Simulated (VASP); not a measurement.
Runs of VASP 6.6.1 on NaAg (rocksalt type). The structure is that of space group Fm-3m (No. 225), or close to it. The cells are those of the table. 

```csv
task,level,potentials or basis,cell,gap on the mesh (eV),pressure (GPa)
single point,LDA,"VASP PAW LDA potentials, release 64 (Na_pv, Ag)","a = 3.784 Å, angles 60.0°, 2 atoms",none,(a)
electric field gradients,r2SCAN,"VASP PAW PBE potentials, release 64 (Na_pv, Ag)","a = 4.076 Å, angles 60.0°, 2 atoms",none,2.3
single point,LDA,"VASP PAW LDA potentials, release 64 (Na_pv, Ag)","a = 3.619 Å, angles 60.0°, 2 atoms",none,17.2
electric field gradients,LDA,"VASP PAW LDA potentials, release 64 (Na_pv, Ag)","a = 4.076 Å, angles 60.0°, 2 atoms",none,0.0
single point,LDA,"VASP PAW LDA potentials, release 64 (Na_pv, Ag)","a = 4.076 Å, angles 60.0°, 2 atoms",none,0.0
```

Alike in all rows: no spin polarisation; k mesh 12 × 12 × 12; cutoff (eV) 520; smearing fermi-dirac 0.05 eV.

Problem. Estimate the missing entries.

Solution. (a) 7.8.

Caveats: the PAW data sets were made with another functional, which shifts forces and pressure a little (some runs).

A k mesh can miss the band edges, and the runs leave out spin-orbit coupling on Ag.

A gap of «none» marks levels without a gap at the run's occupations.
